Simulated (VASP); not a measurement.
Input of a VASP 6.6.1 run:

Contents of INCAR:

```
PREC     = Accurate       # precision mode
ENCUT    = 600            # plane-wave cutoff, eV
EDIFF    = 1E-7           # SCF threshold, eV
ISMEAR   = 0              # smearing method
SIGMA    = 0.05           # smearing width, eV
LREAL    = F              # projectors in reciprocal space
LASPH    = T              # aspherical terms in the spheres
NELM     = 80             # most SCF steps
ALGO     = Fast           # electronic algorithm
ISIF     = 4              # what is computed and relaxed
LWAVE    = F              # write WAVECAR
LCHARG   = F              # write CHGCAR
GGA      = PS             # functional
IBRION   = 2              # ionic algorithm
NSW      = 60             # ionic steps
EDIFFG   = -0.01          # ionic threshold
```

Contents of KPOINTS:

```
regular mesh
0
Gamma
  18 18 10
```

Contents of POSCAR:

```
Mg
1.0
    2.9508128864      0.0000000000      0.0000000000
   -1.4754064432      2.5554789214      0.0000000000
    0.0000000000      0.0000000000      4.7764532786
Mg
2
Direct
    0.3333333333      0.6666666667      0.2500000000
    0.6666666667      0.3333333333      0.7500000000
```

Potentials or basis: VASP PAW PBE potentials, release 64 (Mg).

The run is started by

```console
$ cat potpaw_PBE.64/Mg/POTCAR > POTCAR
$ mpirun -np 1 vasp_std > vasp.out
```

Question: What does it give for the band gap on the k mesh?

Answer: Zero (band 2 reaches 4.96 eV, above the bottom of band 3 at 2.79 eV).

Stress tensor (GPa, compression positive):
```
13.06  0.00  0.00
 0.00 13.06  0.00
 0.00  0.00 12.98
```

Caveat: the PAW data sets were made with another functional, which shifts forces and pressure a little.
